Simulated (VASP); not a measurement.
Pb:

```
CELL_PARAMETERS angstrom
3.52579 0.00000 0.00000
-1.76290 3.05343 0.00000
0.00000 0.00000 5.66356
ATOMIC_POSITIONS crystal
Pb 0.66667 0.33333 0.75000
Pb 0.33333 0.66667 0.25000
```

Base run:

- Program: VASP 6.6.1
- Functional: PBEsol
- Potentials or basis: VASP PAW PBE potentials, release 64 (Pb_d)
- Cutoff: 520 eV
- k mesh: 9 × 9 × 5
- Occupations: fermi-dirac, width 0.05 eV
- Spin: no spin polarisation

Its results: band gap on the k mesh zero (band 14 reaches 12.54 eV, above the bottom of band 15 at 5.09 eV); pressure -0.8 GPa.

Problem. The run is repeated on the same cell with these changes: functional from PBEsol to PBE. What comes out?

Solution. Band gap on the k mesh zero (band 14 reaches 12.73 eV, above the bottom of band 15 at 5.29 eV); pressure 2.1 GPa.

PBE binds less tightly than PBEsol, so the same cell stands under more pressure.

Caveats: spin-orbit coupling is left out, which moves the levels of the heavy elements; the PAW data sets were made with another functional, which shifts forces and pressure a little (some runs).
